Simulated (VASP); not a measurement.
Wanted: the native input for a VASP 6.6.1 run.

```
Task                   : single point
Functional             : PBEsol
Potentials or basis    : VASP PAW PBE potentials, release 64 (K_sv, F)
Cutoff                 : 520 eV
k mesh                 : 9 × 9 × 9
Occupations            : fermi-dirac, width 0.05 eV
Spin                   : no spin polarisation
Dipole correction      : no
Further INCAR settings : ALGO = Normal; EDIFF = 1e-06; NBANDS = 15
```

The structure of KF (Carobbiite) lies in POSCAR:

```
KF
1.0
    0.0000000000      2.7070099531      2.7070099531
    2.7070099531      0.0000000000      2.7070099531
    2.7070099531      2.7070099531      0.0000000000
K F
1 1
Direct
    0.0000000000      0.0000000000      0.0000000000
    0.5000000000      0.5000000000      0.5000000000
```

The input as run:

INCAR

```
PREC = Accurate
ENCUT = 520
EDIFF = 1E-6
ISMEAR = -1
SIGMA = 0.05
LREAL = False
LASPH = True
NELM = 100
ALGO = Normal
ISIF = 2
LWAVE = False
LCHARG = False
GGA = PS
NBANDS = 15
```

KPOINTS

```
regular mesh
0
Gamma
  9 9 9
```

Potentials or basis: VASP PAW PBE potentials, release 64 (K_sv, F).

Launch:

```console
$ cat potpaw_PBE.64/K_sv/POTCAR potpaw_PBE.64/F/POTCAR > POTCAR
$ mpirun -np 1 vasp_std > vasp.out
```

It gave:

```
Pressure               : -1.7 GPa
Band gap on the k mesh : 5.84 eV, direct
```

Caveat: the PAW data sets were made with another functional, which shifts forces and pressure a little.

It took 9.5 s on 1 thread of AMD EPYC 9R45 96-Core Processor (Zen 5), with other jobs on the host, peak memory 0.13 GiB.
